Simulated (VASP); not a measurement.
Write the native input for VASP 6.6.1 that does the following.

* Task: single point
* Functional: PBE
* Potentials or basis: VASP PAW PBE potentials, release 64 (Ir)
* Cutoff: 520 eV
* k mesh: 6 × 6 × 6
* Occupations: gaussian, width 0.1 eV
* Spin: collinear spin, ferromagnetic start
* Starting moments: [1.0] μB
* Dipole correction: no
* Further INCAR settings: ALGO = Fast; EDIFF = 1e-06; NBANDS = 14

The structure of Ir lies in POSCAR:

```
Ir
1.0
    2.5791141435      0.0000000000      0.0000000000
    0.0000000000      2.5791141435      0.0000000000
    0.0000000000      0.0000000000      2.5791141435
Ir
1
Direct
    0.0000000000      0.0000000000      0.0000000000
```

These files were run (other wordings do the same):

INCAR

```
PREC = Accurate ; ENCUT = 520
EDIFF = 1E-6 ; ISMEAR = 0
SIGMA = 0.1 ; LREAL = False
LASPH = True ; NELM = 150
ALGO = Fast ; ISIF = 2
LWAVE = False ; LCHARG = False
ISPIN = 2 ; MAGMOM = 1
LORBIT = 11 ; LMAXMIX = 4
GGA = PE ; NBANDS = 14
```

KPOINTS

```
regular mesh
0
Gamma
  6 6 6
```

Potentials or basis: VASP PAW PBE potentials, release 64 (Ir).

Run with:

```sh
$ cat potpaw_PBE.64/Ir/POTCAR > POTCAR
$ mpirun -np 1 vasp_std > vasp.out
```

Results of the run:

```yaml
Pressure: 0.1 GPa
Net_moment: 0.00 μB per cell
Valence_electrons_inside_the_program's_atomic_spheres: Ir 8.23
```

Caveat: the k points lie up to 0.41 Å⁻¹ apart.

Run time: 5.8 s on 1 thread of Intel(R) Xeon(R) 6975P-C (Granite Rapids), on a shared host, peak memory 0.13 GiB.
